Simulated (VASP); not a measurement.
Write the native input for VASP 6.6.1 that does the following.

| Quantity | Value |
| --- | --- |
| Task | single point |
| Functional | PBE |
| Potentials or basis | VASP PAW PBE potentials, release 64 (Ba_sv) |
| Cutoff | 520 eV |
| k mesh | 10 × 10 × 9 |
| Occupations | fermi-dirac, width 0.08 eV |
| Spin | no spin polarisation |
| Dipole correction | no |
| Further INCAR settings | ALGO = Normal; EDIFF = 1e-06; NBANDS = 11 |

The structure of Ba lies in POSCAR:

```
Ba
1.0
    3.6312582697      0.0000000000      0.0000000000
   -1.8156291349      3.1447619093      0.0000000000
    0.0000000000      0.0000000000      3.2674729292
Ba
1
Direct
    0.0000000000      0.0000000000      0.0000000000
```

One way to write it, as run:

INCAR

```
SYSTEM = Ba
PREC = Accurate
ENCUT = 520
EDIFF = 1E-6
ISMEAR = -1
SIGMA = 0.08
LREAL = .FALSE.
LASPH = .TRUE.
NELM = 60
ALGO = Normal
ISIF = 2
LWAVE = .FALSE.
LCHARG = .FALSE.
GGA = PE
NBANDS = 11
```

KPOINTS

```
regular mesh
0
G
  10 10 9
  0 0 0
```

Potentials or basis: VASP PAW PBE potentials, release 64 (Ba_sv).

Command:

```console
$ cat potpaw_PBE.64/Ba_sv/POTCAR > POTCAR
$ mpirun -np 1 vasp_std > vasp.out
```

It gave:

```yaml
Pressure: 9.4 GPa
Band_gap_on_the_k_mesh: zero (band 5 reaches 4.80 eV, above the bottom of band 6 at 3.43 eV)
```

Caveat: spin-orbit coupling is left out, which moves the levels of the heavy elements.

It took 7.4 s on 1 thread of Intel(R) Xeon(R) 6975P-C (Granite Rapids) (shared host), peak memory 0.16 GiB.
